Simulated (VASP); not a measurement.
# Al (Fm-3m) in VASP: further runs

The runs below take Al through single point, with r2SCAN.

Everything below comes from runs of VASP 6.6.1. Logs are shortened: lines on timing, memory, paths and dates and some standing lists are left out, and cuts for length are marked.

### 1 The cell of the first run

It takes space group Fm-3m (No. 225, cubic). Conventional cell: a = 3.993 Å, b = 3.993 Å, c = 3.993 Å, α = 90.00°, β = 90.00°, γ = 90.00°. Within 3.7 Å of Al (site symmetry m-3m) lie 12 Al at 2.82 Å.

### 2 Single point, r2SCAN

POSCAR

```
Al
1.0
    0.0000000000      1.9966927595      1.9966927595
    1.9966927595      0.0000000000      1.9966927595
    1.9966927595      1.9966927595      0.0000000000
Al
1
Direct
    0.0000000000      0.0000000000      0.0000000000
```

INCAR.step1

```
SYSTEM = Al
PREC     = Accurate       ! precision mode
ENCUT    = 520            ! plane-wave cutoff, eV
ISMEAR   = -1             ! smearing method
SIGMA    = 0.6            ! smearing width, eV
LREAL    = .FALSE.        ! projectors in reciprocal space
LASPH    = .TRUE.         ! aspherical terms in the spheres
NELM     = 60             ! most SCF steps
NBANDS   = 8              ! bands
GGA      = PE             ! functional
ALGO     = Normal         ! electronic algorithm
EDIFF    = 1E-4           ! SCF threshold, eV
LWAVE    = .TRUE.         ! write WAVECAR
LCHARG   = .FALSE.        ! write CHGCAR
```

INCAR.step2

```
SYSTEM = Al
PREC     = Accurate       ! precision mode
ENCUT    = 520            ! plane-wave cutoff, eV
EDIFF    = 1E-6           ! SCF threshold, eV
ISMEAR   = -1             ! smearing method
SIGMA    = 0.6            ! smearing width, eV
LREAL    = .FALSE.        ! projectors in reciprocal space
LASPH    = .TRUE.         ! aspherical terms in the spheres
NELM     = 60             ! most SCF steps
ALGO     = Normal         ! electronic algorithm
ISIF     = 2              ! what is computed and relaxed
LWAVE    = .FALSE.        ! write WAVECAR
LCHARG   = .FALSE.        ! write CHGCAR
METAGGA  = R2SCAN         ! meta-GGA
LMIXTAU  = .TRUE.       
NBANDS   = 8              ! bands
ISTART   = 1
```

KPOINTS

```
regular mesh
0
G
  14 14 14
  0 0 0
```

Potentials or basis: VASP PAW PBE potentials, release 64 (Al).

Started as:

```sh
cat potpaw_PBE.64/Al/POTCAR > POTCAR
cp INCAR.step1 INCAR
mpirun -np 1 vasp_std > vasp.out
cp INCAR.step2 INCAR
mpirun -np 1 vasp_std > vasp.out
```

OUTCAR:

```text
SYSTEM = Al
   PREC = Accurate
   ENCUT = 520
   EDIFF = 1E-6
   ISMEAR = -1
   LREAL = .FALSE.
   LASPH = .TRUE.
   NELM = 60
   ISIF = 2
   METAGGA = R2SCAN
   ISTART = 1

 ion  position               nearest neighbor table
   1  0.000  0.000  0.000-

  LATTYP: Found a face centered cubic cell.
 ALAT       =     3.9933855190

  Lattice vectors:

 A1 = (   0.0000000000,   1.9966927595,   1.9966927595)
 A2 = (   1.9966927595,   0.0000000000,   1.9966927595)
 A3 = (   1.9966927595,   1.9966927595,   0.0000000000)

Analysis of symmetry for initial positions (statically):
=====================================================================
 Subroutine PRICEL returns:
 Original cell was already a primitive cell.

 Routine SETGRP: Setting up the symmetry group for a
 face centered cubic supercell.

 Subroutine GETGRP returns: Found 48 space group operations
 (whereof 48 operations were pure point group operations)
 out of a pool of 48 trial point group operations.

The static configuration has the point symmetry O_h .

Analysis of symmetry for dynamics (positions and initial velocities):
=====================================================================
 Subroutine PRICEL returns:
 Original cell was already a primitive cell.

 Routine SETGRP: Setting up the symmetry group for a
 face centered cubic supercell.

 Subroutine GETGRP returns: Found 48 space group operations
 (whereof 48 operations were pure point group operations)
 out of a pool of 48 trial point group operations.

The dynamic configuration has the point symmetry O_h .

 Subroutine INISYM returns: Found 48 space group operations
 (whereof 48 operations are pure point group operations),
 and found     1 'primitive' translations

----------------------------------------------------------------------------------------

                                     Primitive cell

  volume of cell :      15.9208

  direct lattice vectors                    reciprocal lattice vectors
     0.000000000  1.996692759  1.996692759    -0.250414090  0.250414090  0.250414090
     1.996692759  0.000000000  1.996692759     0.250414090 -0.250414090  0.250414090
     1.996692759  1.996692759  0.000000000     0.250414090  0.250414090 -0.250414090

  length of vectors
     2.823749980  2.823749980  2.823749980     0.433729926  0.433729926  0.433729926

  position of ions in fractional coordinates (direct lattice)
     0.000000000  0.000000000  0.000000000

  ion indices of the primitive-cell ions
   primitive index   ion index
                 1           1

----------------------------------------------------------------------------------------

 KPOINTS: regular mesh

Automatic generation of k-mesh.
 Grid dimensions read from file:
 generate k-points for:   14   14   14

 Generating k-lattice:

  Cartesian coordinates                     Fractional coordinates (reciprocal lattice)
    -0.017886721  0.017886721  0.017886721     0.071428571  0.000000000  0.000000000
     0.017886721 -0.017886721  0.017886721     0.000000000  0.071428571  0.000000000
     0.017886721  0.017886721 -0.017886721     0.000000000  0.000000000  0.071428571

  Length of vectors
     0.030980709  0.030980709  0.030980709

  Shift w.r.t. Gamma in fractional coordinates (k-lattice)
     0.000000000  0.000000000  0.000000000

 Subroutine IBZKPT returns following result:
 ===========================================

 Found    104 irreducible k-points:

 Following reciprocal coordinates:
            Coordinates               Weight
  0.000000  0.000000  0.000000      1.000000
  0.071429  0.000000  0.000000      8.000000
  0.142857  0.000000  0.000000      8.000000
  0.214286  0.000000  0.000000      8.000000
  0.285714  0.000000  0.000000      8.000000
  0.357143  0.000000  0.000000      8.000000
[... 16 lines left out ...]
  0.214286  0.142857  0.000000     24.000000
  0.285714  0.142857  0.000000     24.000000
 [... further k-points ...]
   k-points           NKPTS =    104   k-points in BZ     NKDIM =    104   number of bands    NBANDS=      8
   number of dos      NEDOS =    301   number of ions     NIONS =      1
   total plane-waves  NPLWV =  13824
   dimension x,y,z NGX =    24 NGY =   24 NGZ =   24
   dimension x,y,z NGXF=    48 NGYF=   48 NGZF=   48
   ions per type =               1
   NGX,Y,Z   is equivalent  to a cutoff of  14.13, 14.13, 14.13 a.u.
   NGXF,Y,Z  is equivalent  to a cutoff of  28.26, 28.26, 28.26 a.u.
 SYSTEM =  Al
   PREC   = accura    normal or accurate (medium, high low for compatibility)
   ISTART =      1    job   : 0-new  1-cont  2-samecut
   ICHARG =      0    charge: 1-file 2-atom 10-const
   ISPIN  =      1    spin polarized calculation?
   LNONCOLLINEAR =      F non collinear calculations
   LSORBIT =      F    spin-orbit coupling
   LASPH  =      T    aspherical Exc in radial PAW
   ENCUT  =  520.0 eV  38.22 Ry    6.18 a.u.   5.25  5.25  5.25*2*pi/ulx,y,z
   NELM   =     60;   NELMIN=  2; NELMDL=  0     # of ELM steps
   EDIFF  = 0.1E-05   stopping-criterion for ELM
   LREAL  =      F    real-space projection
   EDIFFG = 0.1E-04   stopping-criterion for IOM
   NSW    =      0    number of steps for IOM
   IBRION =     -1    ionic relax: 0-MD 1-quasi-New 2-CG
   NFREE  =      0    steps in history (QN), initial steepest desc. (CG)
   ISIF   =      2    stress and relaxation
   ISYM   =      2    0-nonsym 1-usesym 2-fastsym
   POTIM  = 0.5000    time-step for ionic-motion
   TEBEG  =    0.0;   TEEND  =   0.0 temperature during run
   PSTRESS=    0.0 pullay stress
   NELECT =       3.0000    total number of electrons
   NUPDOWN=      -1.0000    fix difference up-down
   EMIN   =  10.00;   EMAX   =-10.00  energy-range for DOS
   EFERMI =   0.00;   METHOD = LEGACY
   ISMEAR =    -1;   SIGMA  =   0.60  broadening in eV -4-tet -1-fermi 0-gaus
   EFERMI_NEDOS =   21; number of points for ismear=-14 and -15
   IALGO  =     38    algorithm
   IMIX   =      4    mixing-type and parameters
     AMIX     =   0.40;   BMIX     =  1.00
     AMIX_MAG =   1.60;   BMIX_MAG =  1.00
  volume/ion in A,a.u.               =      15.92       107.44
  Fermi-wavevector in a.u.,A,eV,Ry     =   0.938557  1.773616 11.985227  0.880889
  Thomas-Fermi vector in A             =   2.065781
   LORBIT       =      0    0 simple, 1 ext, 2 COOP (PROOUT), +10 PAW based schemes
   METAGGA = R2SCAN    functional components
   LHFCALC =     F    Hartree Fock is set to
   AEXX    =    0.0000 exact exchange contribution
   IVDW    =     0    specifies the selected vdW correction
   LEPSILON=     F    determine dielectric tensor
   LRPA    =     F    only Hartree local field effects (RPA)
 non-spin polarized calculation
  energy-cutoff  :      520.00
  volume of cell :       15.92
 maximum number of plane-waves:       444
 NGX is ok and might be reduce to    24
   NGX = 11   NGY = 11   NGZ = 11

 number of electron       3.0000000 magnetization

 Free energy of the ion-electron system (eV)
  ---------------------------------------------------
  ext. energy  EPLUGINS =         0.00000000
  ---------------------------------------------------
  free energy    TOTEN  =        -6.95438676 eV

  energy without entropy =       -6.51923305  energy(sigma->0) =       -6.73680990

 E-fermi :   8.3623     XC(G=0): -11.0422

 val. band max:        8.2754647653   @ k =  -0.3571   0.4286   0.2143
 cond. band min:       8.3865659941   @ k =   0.5000   0.2857   0.0000
 fundamental gap:      0.1111012288
 Fermi energy:         8.3623287458

 k-point     1 :       0.0000    0.0000    0.0000
  band No.  band energies     occupation
      1      -3.7030      2.00000
      2      21.9230      0.00000
      3      21.9230      0.00000
      4      21.9230      0.00000
      5      24.1176      0.00000
      6      24.1176      0.00000
      7      24.1176      0.00000
      8      26.0173      0.00000

 k-point     2 :       0.0714    0.0000    0.0000
  band No.  band energies     occupation
      1      -3.5521      2.00000
      2      19.7298      0.00000
      3      21.5350      0.00000
      4      21.5350      0.00000
      5      24.6085      0.00000
      6      24.7458      0.00000
      7      24.7458      0.00000
      8      27.6115      0.00000

 k-point     3 :       0.1429    0.0000    0.0000
  band No.  band energies     occupation
      1      -3.1004      2.00000
      2      16.6227      0.00000
      3      20.9210      0.00000
      4      20.9210      0.00000
      5      24.4304      0.00000
      6      25.9569      0.00000
      7      25.9569      0.00000
      8      27.1392      0.00000

 k-point     4 :       0.2143    0.0000    0.0000
  band No.  band energies     occupation
      1      -2.3509      2.00000
      2      13.5830      0.00033
      3      20.4462      0.00000
      4      20.4462      0.00000
      5      24.1509      0.00000
      6      25.2158      0.00000
      7      25.2158      0.00000
      8      27.9907      0.00000

 k-point     5 :       0.2857    0.0000    0.0000
  band No.  band energies     occupation
      1      -1.3082      2.00000
      2      10.7246      0.03826
      3      20.1863      0.00000
      4      20.1863      0.00000
      5      23.8106      0.00000
      6      23.8106      0.00000
      7      23.9901      0.00000
      8      28.1579      0.00000
[... 177 lines left out ...]
 k-point    22 :       0.1429    0.1429    0.0000
  band No.  band energies     occupation
      1      -2.9002      2.00000
      2      18.7344      0.00000
      3      18.7845      0.00000
      4      18.7845      0.00000
      5      22.5014      0.00000
      6      23.3114      0.00000
      7      28.3989      0.00000
      8      28.3989      0.00000

 k-point    23 :       0.2143    0.1429    0.0000
  band No.  band energies     occupation
      1      -2.3509      2.00000
      2      15.9194      0.00001
      3      18.0792      0.00000
      4      19.2725      0.00000
      5      21.3534      0.00000
      6      22.7406      0.00000
      7      28.8828      0.00000
      8      29.2301      0.00000

 k-point    24 :       0.2857    0.1429    0.0000
  band No.  band energies     occupation
      1      -1.5063      2.00000
      2      13.0277      0.00084
      3      17.6243      0.00000
      4      19.0513      0.00000
      5      19.8828      0.00000
      6      24.0977      0.00000
      7      28.1939      0.00000
      8      28.8517      0.00000

 [... further k-points ...]

------------------------ aborting loop because EDIFF is reached ----------------------------------------

  FORCE on cell =-STRESS in cart. coord.  units (eV):
  Direction    XX          YY          ZZ          XY          YZ          ZX
  --------------------------------------------------------------------------------------
  -------------------------------------------------------------------------------------
  Total        0.1245995      0.1245995      0.1245995      0.0000000     -0.0000000      0.0000000
  in kB       12.5390096     12.5390096     12.5390096      0.0000000     -0.0000000      0.0000000
  external PRESSURE =      12.5390096 kB  Pullay stress =       0.0000000 kB

 VOLUME and BASIS-vectors are now :
 -----------------------------------------------------------------------------
  energy-cutoff  :      520.00
  volume of cell :       15.92
      direct lattice vectors                 reciprocal lattice vectors
     0.000000000  1.996692759  1.996692759    -0.250414090  0.250414090  0.250414090
     1.996692759  0.000000000  1.996692759     0.250414090 -0.250414090  0.250414090
     1.996692759  1.996692759  0.000000000     0.250414090  0.250414090 -0.250414090

 POSITION                                       TOTAL-FORCE (eV/Angst)
 -----------------------------------------------------------------------------------
      0.00000      0.00000      0.00000         0.000000     -0.000000     -0.000000
 -----------------------------------------------------------------------------------
    total drift:                                0.000000      0.000000     -0.000000

  FREE ENERGIE OF THE ION-ELECTRON SYSTEM (eV)
  ---------------------------------------------------
  free  energy   TOTEN  =        -6.9543867574 eV

  energy  without entropy=       -6.5192330508  energy(sigma->0) =       -6.73680990
```

It took 25 s on 1 thread of Intel Xeon Platinum 8488C (Sapphire Rapids), shared host; peak memory 0.14 GiB.

What came out:

| Item | Value |
| --- | --- |
| Free energy | -6.9544 eV |
| Pressure | 1.3 GPa |
| Band gap on the k mesh | zero (an odd number of electrons rules out a gap without spin polarisation) |

Levels at points of the mesh, in eV from the Fermi level:
| k point | band 1 | band 2 | band 3 | band 4 | band 5 | band 6 |
| --- | --- | --- | --- | --- | --- | --- |
| (0.00, 0.00, 0.00) | -12.07 | 13.56 | 13.56 | 13.56 | 15.76 | 15.76 |
| (0.50, 0.00, 0.00) | -5.12 | -4.55 | 12.28 | 12.28 | 12.76 | 12.76 |
| (0.50, 0.50, 0.00) | -3.22 | -1.63 | 5.50 | 6.21 | 6.21 | 10.31 |

Caveat: so wide a smearing shifts energies and pressures; the PAW data sets were made with another functional, which shifts forces and pressure a little.

### 3 Single point, r2SCAN

POSCAR is that of step 2.

INCAR.step1

```
PREC     = Accurate       # precision mode
ENCUT    = 520            # plane-wave cutoff, eV
ISMEAR   = -1             # smearing method
SIGMA    = 1.0            # smearing width, eV
LREAL    = F              # projectors in reciprocal space
LASPH    = T              # aspherical terms in the spheres
NELM     = 60             # most SCF steps
NBANDS   = 8              # bands
GGA      = PE             # functional
ALGO     = Normal         # electronic algorithm
EDIFF    = 1E-4           # SCF threshold, eV
LWAVE    = T              # write WAVECAR
LCHARG   = F              # write CHGCAR
```

INCAR.step2

```
PREC     = Accurate       # precision mode
ENCUT    = 520            # plane-wave cutoff, eV
EDIFF    = 1E-7           # SCF threshold, eV
ISMEAR   = -1             # smearing method
SIGMA    = 1.0            # smearing width, eV
LREAL    = F              # projectors in reciprocal space
LASPH    = T              # aspherical terms in the spheres
NELM     = 60             # most SCF steps
ALGO     = Normal         # electronic algorithm
ISIF     = 2              # what is computed and relaxed
LWAVE    = F              # write WAVECAR
LCHARG   = T              # write CHGCAR
METAGGA  = R2SCAN         # meta-GGA
LMIXTAU  = T            
LELF     = T              # ELF
LVHAR    = T            
NBANDS   = 8              # bands
ISTART   = 1
```

KPOINTS

```
Automatic mesh
0
Gamma
  14 14 14
```

Potentials or basis: VASP PAW PBE potentials, release 64 (Al).

Started as:

```sh
cat potpaw_PBE.64/Al/POTCAR > POTCAR
cp INCAR.step1 INCAR
mpirun -np 1 vasp_std > vasp.out
cp INCAR.step2 INCAR
mpirun -np 1 vasp_std > vasp.out
```

Wall time 28 s (1 thread of Intel Xeon Platinum 8488C (Sapphire Rapids), shared host); peak memory 0.14 GiB.

The run converged. Its results:

```
Free energy            : -7.3412 eV
Pressure               : 3.8 GPa
Band gap on the k mesh : zero (an odd number of electrons rules out a gap without spin polarisation)
```

Levels at points of the mesh, in eV from the Fermi level:
```tsv
k point	band 1	band 2	band 3	band 4
(0.00, 0.00, 0.00)	-12.02	13.61	13.61	13.61
(0.50, 0.00, 0.00)	-5.07	-4.51	12.33	12.33
(0.50, 0.50, 0.00)	-3.17	-1.59	5.55	6.26
```

Caveat: the cell stands under pressure; so wide a smearing shifts energies and pressures; the PAW data sets were made with another functional, which shifts forces and pressure a little.

### 4 Single point, r2SCAN

POSCAR is that of step 3.

INCAR.step1

```
SYSTEM = Al
ALGO = Normal
EDIFF = 1E-4
ENCUT = 520
GGA = PE
ISMEAR = 0
LASPH = .True.
LCHARG = .False.
LREAL = .False.
LWAVE = .True.
NBANDS = 8
NELM = 80
PREC = Accurate
SIGMA = 0.01
```

INCAR.step2

```
SYSTEM = Al
ALGO = Normal
EDIFF = 1E-7
ENCUT = 520
ISIF = 2
ISMEAR = 0
ISTART = 1
LASPH = .True.
LCHARG = .False.
LMIXTAU = .True.
LREAL = .False.
LWAVE = .False.
METAGGA = R2SCAN
NBANDS = 8
NELM = 80
PREC = Accurate
SIGMA = 0.01
```

KPOINTS

```
k-points
0
Gamma
  14 14 14
  0 0 0
```

Started as:

```sh
cat potpaw_PBE.64/Al/POTCAR > POTCAR
cp INCAR.step1 INCAR
mpirun -np 1 vasp_std > vasp.out
cp INCAR.step2 INCAR
mpirun -np 1 vasp_std > vasp.out
```

Run time: 27 s. Hardware: 1 thread of Intel Xeon Platinum 8488C (Sapphire Rapids), shared host; peak memory 0.13 GiB.

The run converged. Its results:

```
Free energy            : -6.7330 eV
Pressure               : -0.8 GPa
Band gap on the k mesh : zero (an odd number of electrons rules out a gap without spin polarisation)
```

Levels at points of the mesh, in eV from the Fermi level:
```
           k point  band 1  band 2  band 3  band 4
(0.00, 0.00, 0.00)  -12.10   13.51   13.51   13.51
(0.50, 0.00, 0.00)   -5.16   -4.59   12.24   12.24
(0.50, 0.50, 0.00)   -3.26   -1.68    5.46    6.17
```

Caveat: the PAW data sets were made with another functional, which shifts forces and pressure a little.

(Part 1 of 2 ends here.)
